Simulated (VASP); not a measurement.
W, 1 atom in the cell. Symmetry: Im-3m, No. 229, cubic system. Conventional cell: a = 3.194 Å, b = 3.194 Å, c = 3.194 Å, α = 90.00°, β = 90.00°, γ = 90.00°. W (site symmetry m-3m) has 14 W at 2.77 to 3.19 Å within 3.6 Å. 

```yaml
Program: VASP 6.6.1
Task: single point
Functional: revPBE
Potentials_or_basis: VASP PAW PBE potentials, release 64 (W_sv)
Cutoff: 520 eV
k_mesh: 23 × 23 × 23
Occupations: fermi-dirac, width 0.1 eV
Spin: no spin polarisation
Dipole_correction: no
Further_INCAR_settings: ALGO = Normal; EDIFF = 1e-06; NBANDS = 13
```

Potentials or basis: VASP PAW PBE potentials, release 64 (W_sv).

Run with:

```bash
$ cat potpaw_PBE.64/W_sv/POTCAR > POTCAR
$ mpirun -np 1 vasp_std > vasp.out
```

Hardware: 1 thread of AMD EPYC 7R13, on a shared host.

Question: How long does it take, and how much memory?

Answer: Wall time 2.1 min on 1 thread of AMD EPYC 7R13, on a shared host, peak memory 0.17 GiB. Counts: scf iterations 11, k points 364.
